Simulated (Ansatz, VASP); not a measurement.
**Be3AgS4: VASP beside Ansatz**

```xyz
8
Lattice="4.8549 0.0000 0.0000 0.0000 4.8549 0.0000 0.0000 0.0000 4.8549" Properties=species:S:1:pos:R:3 pbc="T T T"
Be    0.0000    2.4275    2.4275
Be    2.4275    0.0000    2.4275
Be    2.4275    2.4275    0.0000
Ag    2.4275    2.4275    2.4275
S     2.4275    0.0000    0.0000
S     0.0000    2.4275    0.0000
S     0.0000    0.0000    2.4275
S     0.0000    0.0000    0.0000
```

Alike in both runs: functional PBE; k mesh 8 × 8 × 8; occupations gaussian, width 0.1 eV; no spin polarisation.

Ansatz relaxed the structure, and its values are those at the end. VASP's run is a single point on that final structure, the one shown.

|  | VASP | Ansatz |
| --- | --- | --- |
| version | VASP 6.6.1 | Ansatz 0.2.0 |
| potentials or method | VASP PAW PBE potentials, release 64 (Be, Ag, S), cutoff 520 eV | scalar-relativistic, plane waves, PAW |
| valence electrons in the cell | 41 | 49 |

|  | VASP | Ansatz | Ansatz less VASP |
| --- | --- | --- | --- |
| gap on the k mesh at the Fermi level (eV) | none | none | - |
| pressure (GPa) | -0.1 | 0.0 | +0.11 |

A gap of «none» marks a metal or a gap that the smearing closes. VASP's potentials hold 41 valence electrons a cell and Ansatz's 49, so a difference there can come from the potentials and not from the codes.
